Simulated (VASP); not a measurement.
Here is a VASP 6.6.1 calculation.

Contents of INCAR:

```
PREC = Accurate
ENCUT = 520
EDIFF = 1E-6
ISMEAR = 0
SIGMA = 0.05
LREAL = F
LASPH = T
NELM = 100
ALGO = Normal
ISIF = 2
LWAVE = F
LCHARG = T
GGA = PE
LELF = T
LVHAR = T
NBANDS = 13
```

The input KPOINTS:

```
Automatic mesh
0
Gamma
  8 8 8
```

File POSCAR:

```
Pb
1.0
    0.0000000000      2.5212142544      2.5212142544
    2.5212142544      0.0000000000      2.5212142544
    2.5212142544      2.5212142544      0.0000000000
Pb
1
Direct
    0.0000000000      0.0000000000      0.0000000000
```

Potentials or basis: VASP PAW PBE potentials, release 64 (Pb_d).

Run with:

```sh
$ cat potpaw_PBE.64/Pb_d/POTCAR > POTCAR
$ mpirun -np 1 vasp_std > vasp.out
```

Task: What does it give for the pressure?

Result: -0.1 GPa.

Task: What does it give for the band gap on the k mesh?

Result: Zero (band 7 reaches 13.66 eV, above the bottom of band 8 at 5.41 eV).

Caveat: spin-orbit coupling is left out, which moves the levels of the heavy elements.
